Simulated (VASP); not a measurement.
# ZrSi2 (P4_2/mnm) in VASP: relaxation of cell and atoms with PBE

Aim: the relaxation of cell and atoms of ZrSi2 with PBE.

Program: VASP 6.6.1. These are calculated values, not measurements. Logs are shortened: lines on timing, memory, paths and dates and some standing lists are left out, and cuts for length are marked.

## (1) The cell of the first run

The structure is tetragonal, space group P4_2/mnm (No. 136). Conventional cell: a = 7.142 Å, b = 7.142 Å, c = 2.825 Å, α = 90.00°, β = 90.00°, γ = 90.00°. Within 3.5 Å of Zr (site symmetry mmm) lie 6 Si at 2.69 to 2.75 Å and 2 Zr at 2.82 Å. Within 3.5 Å of Si (site symmetry m2m) lie 3 Zr at 2.69 to 2.75 Å and 2 Si at 2.82 Å.

## (2) Relaxation of cell and atoms, PBE

Contents of INCAR:

```
ALGO = Normal
EDIFF = 1E-6
EDIFFG = -0.01
ENCUT = 600
GGA = PE
IBRION = 2
ISIF = 3
ISMEAR = 0
LASPH = True
LCHARG = False
LREAL = False
LWAVE = False
NELM = 100
NSW = 100
PREC = Accurate
SIGMA = 0.1
```

Contents of KPOINTS:

```
k-points
0
Gamma
  6 6 14
```

Contents of POSCAR:

```
ZrSi2
1.0
    7.1415655669      0.0000000000      0.0000000000
    0.0000000000      7.1415655669      0.0000000000
    0.0000000000      0.0000000000      2.8249930337
Zr Si
2 4
Direct
    0.0000000000      0.0000000000      0.0000000000
    0.5000000000      0.5000000000      0.5000000000
    0.2660680207      0.2660680207      0.0000000000
    0.2339319793      0.7660680207      0.5000000000
    0.7339319793      0.7339319793      0.0000000000
    0.7660680207      0.2339319793      0.5000000000
```

Potentials or basis: VASP PAW PBE potentials, release 64 (Zr_sv, Si).

On the command line:

```console
$ cat potpaw_PBE.64/Zr_sv/POTCAR potpaw_PBE.64/Si/POTCAR > POTCAR
$ mpirun -np 1 vasp_std > vasp.out
```

OUTCAR:

```text
EDIFF = 1E-6
   EDIFFG = -0.01
   ENCUT = 600
   GGA = PE
   IBRION = 2
   ISIF = 3
   ISMEAR = 0
   LASPH = True
   LREAL = False
   NELM = 100
   NSW = 100
   PREC = Accurate

 ion  position               nearest neighbor table
   1  0.000  0.000  0.000-   3 2.69   5 2.69   4 2.75   6 2.75   4 2.75   6 2.75
   2  0.500  0.500  0.500-   4 2.69   6 2.69   5 2.75   3 2.75   3 2.75   5 2.75
   3  0.266  0.266  0.000-   1 2.69   2 2.75   2 2.75
   4  0.234  0.766  0.500-   2 2.69   1 2.75   1 2.75
   5  0.734  0.734  0.000-   1 2.69   2 2.75   2 2.75
   6  0.766  0.234  0.500-   2 2.69   1 2.75   1 2.75

  LATTYP: Found a simple tetragonal cell.
 ALAT       =     7.1415655669
 C/A-ratio  =     0.3955705520

  Lattice vectors:

 A1 = (   7.1415655669,   0.0000000000,   0.0000000000)
 A2 = (   0.0000000000,   7.1415655669,   0.0000000000)
 A3 = (   0.0000000000,   0.0000000000,   2.8249930337)

Analysis of symmetry for initial positions (statically):
=====================================================================
 Subroutine PRICEL returns:
 Original cell was already a primitive cell.

 Routine SETGRP: Setting up the symmetry group for a
 simple tetragonal supercell.

 Subroutine GETGRP returns: Found 16 space group operations
 (whereof  8 operations were pure point group operations)
 out of a pool of 16 trial point group operations.

The static configuration has the point symmetry D_2h.
 The point group associated with its full space group is D_4h.

Analysis of symmetry for dynamics (positions and initial velocities):
=====================================================================
 Subroutine PRICEL returns:
 Original cell was already a primitive cell.

 Routine SETGRP: Setting up the symmetry group for a
 simple tetragonal supercell.

 Subroutine GETGRP returns: Found 16 space group operations
 (whereof  8 operations were pure point group operations)
 out of a pool of 16 trial point group operations.

The dynamic configuration has the point symmetry D_2h.
 The point group associated with its full space group is D_4h.

 Subroutine INISYM returns: Found 16 space group operations
 (whereof  8 operations are pure point group operations),
 and found     1 'primitive' translations

----------------------------------------------------------------------------------------

                                     Primitive cell

  volume of cell :     144.0802

  direct lattice vectors                    reciprocal lattice vectors
     7.141565567  0.000000000  0.000000000     0.140025319  0.000000000  0.000000000
     0.000000000  7.141565567  0.000000000     0.000000000  0.140025319  0.000000000
     0.000000000  0.000000000  2.824993034     0.000000000  0.000000000  0.353983174

  length of vectors
     7.141565567  7.141565567  2.824993034     0.140025319  0.140025319  0.353983174

  position of ions in fractional coordinates (direct lattice)
     0.000000000  0.000000000  0.000000000
     0.500000000  0.500000000  0.500000000
     0.266068021  0.266068021  0.000000000
     0.233931979  0.766068021  0.500000000
     0.733931979  0.733931979  0.000000000
     0.766068021  0.233931979  0.500000000

  ion indices of the primitive-cell ions
   primitive index   ion index
                 1           1
                 2           2
                 3           3
                 4           4
                 5           5
                 6           6

----------------------------------------------------------------------------------------

 KPOINTS: k-points

Automatic generation of k-mesh.
 Grid dimensions read from file:
 generate k-points for:    6    6   14

 Generating k-lattice:

  Cartesian coordinates                     Fractional coordinates (reciprocal lattice)
     0.023337553  0.000000000  0.000000000     0.166666667  0.000000000  0.000000000
     0.000000000  0.023337553  0.000000000     0.000000000  0.166666667  0.000000000
     0.000000000  0.000000000  0.025284512     0.000000000  0.000000000  0.071428571

  Length of vectors
     0.023337553  0.023337553  0.025284512

  Shift w.r.t. Gamma in fractional coordinates (k-lattice)
     0.000000000  0.000000000  0.000000000

 Subroutine IBZKPT returns following result:
 ===========================================

 Found     80 irreducible k-points:

 Following reciprocal coordinates:
            Coordinates               Weight
  0.000000  0.000000  0.000000      1.000000
  0.166667  0.000000  0.000000      4.000000
  0.333333  0.000000  0.000000      4.000000
  0.500000  0.000000  0.000000      2.000000
  0.166667  0.166667  0.000000      4.000000
  0.333333  0.166667  0.000000      8.000000
[... 16 lines left out ...]
  0.333333  0.000000  0.142857      8.000000
  0.500000  0.000000  0.142857      4.000000
 [... further k-points ...]
   k-points           NKPTS =     80   k-points in BZ     NKDIM =     80   number of bands    NBANDS=     24
   number of dos      NEDOS =    301   number of ions     NIONS =      6
   total plane-waves  NPLWV =  86400
   dimension x,y,z NGX =    60 NGY =   60 NGZ =   24
   dimension x,y,z NGXF=   120 NGYF=  120 NGZF=   48
   ions per type =               2   4
   NGX,Y,Z   is equivalent  to a cutoff of  13.97, 13.97, 14.12 a.u.
   NGXF,Y,Z  is equivalent  to a cutoff of  27.93, 27.93, 28.25 a.u.
 SYSTEM =  unknown system
   PREC   = accura    normal or accurate (medium, high low for compatibility)
   ISTART =      0    job   : 0-new  1-cont  2-samecut
   ICHARG =      2    charge: 1-file 2-atom 10-const
   ISPIN  =      1    spin polarized calculation?
   LNONCOLLINEAR =      F non collinear calculations
   LSORBIT =      F    spin-orbit coupling
   LASPH  =      T    aspherical Exc in radial PAW
   ENCUT  =  600.0 eV  44.10 Ry    6.64 a.u.  14.26 14.26  5.64*2*pi/ulx,y,z
   NELM   =    100;   NELMIN=  2; NELMDL= -5     # of ELM steps
   EDIFF  = 0.1E-05   stopping-criterion for ELM
   LREAL  =      F    real-space projection
   EDIFFG = -.1E-01   stopping-criterion for IOM
   NSW    =    100    number of steps for IOM
   IBRION =      2    ionic relax: 0-MD 1-quasi-New 2-CG
   NFREE  =      1    steps in history (QN), initial steepest desc. (CG)
   ISIF   =      3    stress and relaxation
   ISYM   =      2    0-nonsym 1-usesym 2-fastsym
   POTIM  = 0.5000    time-step for ionic-motion
   TEBEG  =    0.0;   TEEND  =   0.0 temperature during run
   PSTRESS=    0.0 pullay stress
   NELECT =      40.0000    total number of electrons
   NUPDOWN=      -1.0000    fix difference up-down
   EMIN   =  10.00;   EMAX   =-10.00  energy-range for DOS
   EFERMI =   0.00;   METHOD = LEGACY
   ISMEAR =     0;   SIGMA  =   0.10  broadening in eV -4-tet -1-fermi 0-gaus
   EFERMI_NEDOS =   21; number of points for ismear=-14 and -15
   IALGO  =     38    algorithm
   IMIX   =      4    mixing-type and parameters
     AMIX     =   0.40;   BMIX     =  1.00
     AMIX_MAG =   1.60;   BMIX_MAG =  1.00
  volume/ion in A,a.u.               =      24.01       162.05
  Fermi-wavevector in a.u.,A,eV,Ry     =   1.067973  2.018175 15.518333  1.140565
  Thomas-Fermi vector in A             =   2.203606
   LORBIT       =      0    0 simple, 1 ext, 2 COOP (PROOUT), +10 PAW based schemes
   GGA     = PE    functional components
   LHFCALC =     F    Hartree Fock is set to
   AEXX    =    0.0000 exact exchange contribution
   IVDW    =     0    specifies the selected vdW correction
   LEPSILON=     F    determine dielectric tensor
   LRPA    =     F    only Hartree local field effects (RPA)
 conjugate gradient relaxation of ions
 non-spin polarized calculation
 Gauss-broadening in eV      SIGMA  =   0.10
  energy-cutoff  :      600.00
  volume of cell :      144.08
 maximum number of plane-waves:      4840
 NGX is ok and might be reduce to    60
   NGX = 29   NGY = 29   NGZ = 11

--------------------------------------- Ionic step        1  -------------------------------------------

 number of electron      40.0000002 magnetization

 Free energy of the ion-electron system (eV)
  ---------------------------------------------------
  ext. energy  EPLUGINS =         0.00000000
  ---------------------------------------------------
  free energy    TOTEN  =       -36.11069680 eV

  energy without entropy =      -36.08863566  energy(sigma->0) =      -36.09966623

------------------------ aborting loop because EDIFF is reached ----------------------------------------

  FORCE on cell =-STRESS in cart. coord.  units (eV):
  Direction    XX          YY          ZZ          XY          YZ          ZX
  --------------------------------------------------------------------------------------
  -------------------------------------------------------------------------------------
  Total        1.0832217      1.0832217     -2.4432655     -0.0000000      0.0000000      0.0000000
  in kB       12.0454683     12.0454683    -27.1692097     -0.0000000      0.0000000      0.0000000
  external PRESSURE =      -1.0260911 kB  Pullay stress =       0.0000000 kB
[... 185 lines left out ...]
  energy  without entropy=      -36.1524447215  energy(sigma->0) =      -36.16278947

--------------------------------------- Ionic step        6  -------------------------------------------

 number of electron      39.9999999 magnetization

 Free energy of the ion-electron system (eV)
  ---------------------------------------------------
  ext. energy  EPLUGINS =         0.00000000
  ---------------------------------------------------
  free energy    TOTEN  =       -36.17401707 eV

  energy without entropy =      -36.15348795  energy(sigma->0) =      -36.16375251

 E-fermi :   5.4730     XC(G=0):  -9.4379

 val. band max:        5.4727477229   @ k =   0.1667   0.0000   0.2143
 cond. band min:       5.4786141355   @ k =   0.3333   0.3333   0.1429
 fundamental gap:      0.0058664126
 Fermi energy:         5.4729799890

 k-point     1 :       0.0000    0.0000    0.0000
  band No.  band energies     occupation
      1     -42.7762      2.00000
      2     -42.7759      2.00000
      3     -20.9405      2.00000
      4     -20.9405      2.00000
      5     -20.8870      2.00000
      6     -20.8870      2.00000
[... 637 lines left out ...]
     23       7.7239      0.00000
     24       7.7239      0.00000

 [... further k-points ...]

------------------------ aborting loop because EDIFF is reached ----------------------------------------

  FORCE on cell =-STRESS in cart. coord.  units (eV):
  Direction    XX          YY          ZZ          XY          YZ          ZX
  --------------------------------------------------------------------------------------
  -------------------------------------------------------------------------------------
  Total       -0.0245461     -0.0245461      0.0457413      0.0000000      0.0000000      0.0000000
  in kB       -0.2748248     -0.2748248      0.5121317      0.0000000      0.0000000      0.0000000
  external PRESSURE =      -0.0125060 kB  Pullay stress =       0.0000000 kB
[... 21 lines left out ...]
  FREE ENERGIE OF THE ION-ELECTRON SYSTEM (eV)
  ---------------------------------------------------
  free  energy   TOTEN  =       -36.1740170655 eV

  energy  without entropy=      -36.1534879523  energy(sigma->0) =      -36.16375251

 reached required accuracy - stopping structural energy minimisation
```

It took 18 min on 1 thread of Intel Xeon 8259CL, shared host; peak memory 0.5 GiB.

What came out:

| Item | Value |
| --- | --- |
| Free energy | -36.1740 eV |
| Relaxed volume | 23.85 Å³/atom |
| Relaxed cell | a = 7.251 Å, b = 7.251 Å, c = 2.721 Å, α = 90.00°, β = 90.00°, γ = 90.00° |
| Space group after relaxing (to 0.1 Å) | P4_2/mnm (No. 136) |
| Energy gained by relaxing | 10.6 meV/atom |
| Ionic steps | 6 |
| Pressure after relaxing | 0.0 GPa |
| Band gap on the k mesh | zero (bands 20 and 21 overlap by 1.59 eV) |

Step by step:
| step | energy change (eV) | largest force (eV/Å) | pressure (GPa) | volume (Å³) |
| --- | --- | --- | --- | --- |
| 1 | 0.0000 | 0.0140 | -0.10 | 144.08 |
| 2 | -0.0486 | 0.0928 | -0.11 | 143.72 |
| 3 | -0.0589 | 0.1364 | -0.04 | 143.46 |
| 4 | -0.0591 | 0.1434 | -0.04 | 143.41 |
| 5 | -0.0624 | 0.0671 | -0.02 | 143.24 |
| 6 | -0.0633 | 0.0017 | 0.00 | 143.10 |

Final structure:
```xyz
6
Lattice="7.2515 0.0000 0.0000 0.0000 7.2515 0.0000 0.0000 0.0000 2.7214" Properties=species:S:1:pos:R:3 pbc="T T T"
Zr    0.0000    0.0000    0.0000
Zr    3.6257    3.6257    1.3607
Si    1.9181    1.9181    0.0000
Si    1.7076    5.5438    1.3607
Si    5.3334    5.3334    0.0000
Si    5.5438    1.7076    1.3607
```
